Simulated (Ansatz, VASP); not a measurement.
# Ge: VASP beside Ansatz

File INCAR:

```
PREC = Accurate
ENCUT = 520
EDIFF = 1E-6
ISMEAR = 0
SIGMA = 0.1
LREAL = False
LASPH = True
NELM = 100
ALGO = Normal
ISIF = 2
LWAVE = False
LCHARG = True
LDIPOL = True
IDIPOL = 3
DIPOL = 0.5 0.5 0.368
GGA = PE
IVDW = 12
LELF = True
LVHAR = True
LVACPOTAV = True
NBANDS = 36
```

The input KPOINTS:

```
regular mesh
0
Gamma
  9 9 1
```

The input POSCAR:

```
Ge
1.0
    4.0226895460      0.0000000000      0.0000000000
   -2.0113447730      3.4837513384      0.0000000000
    0.0000000000      0.0000000000     18.8685220369
Ge
4
Direct
    0.3333333333      0.6666666667      0.2747571330
    0.6666666667      0.3333333333      0.2384924474
    0.4444444444      0.5555555556      0.4965159443
    0.7777777778      0.2222222222      0.4602512588
```

Input for Ansatz:

```yaml
crystal:
  lattice:
    - [4.022689546, 0.0, 0.0]
    - [-2.011344773, 3.4837513384, 0.0]
    - [0.0, 0.0, 18.8685220369]
  atoms:
    - { symbol: Ge, position: [0.3333333333, 0.6666666667, 0.274757133] }
    - { symbol: Ge, position: [0.6666666667, 0.3333333333, 0.2384924474] }
    - { symbol: Ge, position: [0.4444444444, 0.5555555556, 0.4965159443] }
    - { symbol: Ge, position: [0.7777777778, 0.2222222222, 0.4602512588] }
basis:
  ecutwfc: 420
kpoints:
  mp_grid: { grid: [9, 9, 1] }
hamiltonian:
  xc: pbe
  pseudopotentials: { kind: paw, azcp: { folder: soft_1 } }
  dispersion: d3bj
scf:
  occupations: { method: gaussian, width: 0.1 }
output:
  forces: true
  eigenvalues: true
efield:
  axis: 3
  dipole_correction: true
  ramp_width: 0.04
```

Alike in both runs: task single point; functional PBE; dispersion D3(BJ); k mesh 9 × 9 × 1; occupations gaussian, width 0.1 eV; no spin polarisation.

|  | VASP | Ansatz |
| --- | --- | --- |
| version | VASP 6.6.1 | Ansatz 0.2.0 |
| potentials or method | VASP PAW PBE potentials, release 64 (Ge_d), cutoff 520 eV | scalar-relativistic, plane waves, PAW |
| valence electrons in the cell | 56 | 56 |

|  | VASP | Ansatz | Ansatz less VASP |
| --- | --- | --- | --- |
| gap on the k mesh at the Fermi level (eV) | 0.28 | 0.28 | 0.000 |
| least direct gap on the mesh (eV) | 0.34 | 0.34 | 0.000 |
| rms of the force components (eV/Å) | 0.064 | 0.064 | -0.0006 |

Atom by atom the forces differ by 0.001 eV/Å (rms over components).
